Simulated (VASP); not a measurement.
Here is a VASP 6.6.1 calculation.

The input INCAR:

```
ALGO = Normal
EDIFF = 1E-6
ENCUT = 520
GGA = PE
GGA_COMPAT = F
ISIF = 2
ISMEAR = -1
LASPH = T
LCHARG = T
LMAXMIX = 4
LORBIT = 11
LORBMOM = T
LREAL = F
LSORBIT = T
LVHAR = T
LWAVE = F
MAGMOM = 0 0 0
NBANDS = 22
NELM = 150
PREC = Accurate
SIGMA = 0.08
```

KPOINTS

```
k-points
0
Gamma
  19 19 19
```

The input POSCAR:

```
Cu
1.0
    0.0000000000      1.8075000000      1.8075000000
    1.8075000000      0.0000000000      1.8075000000
    1.8075000000      1.8075000000      0.0000000000
Cu
1
Direct
    0.0000000000      0.0000000000      0.0000000000
```

Potentials or basis: VASP PAW PBE potentials, release 64 (Cu).

Run with:

```sh
$ cat potpaw_PBE.64/Cu/POTCAR > POTCAR
$ mpirun -np 1 vasp_ncl > vasp.out
```

Estimate the net moment.

0.00 μB per cell.

Estimate the pressure.

2.4 GPa.

Moments on the atoms (μB; x, y, z):
```
Cu  0.00 0.00 0.00
```
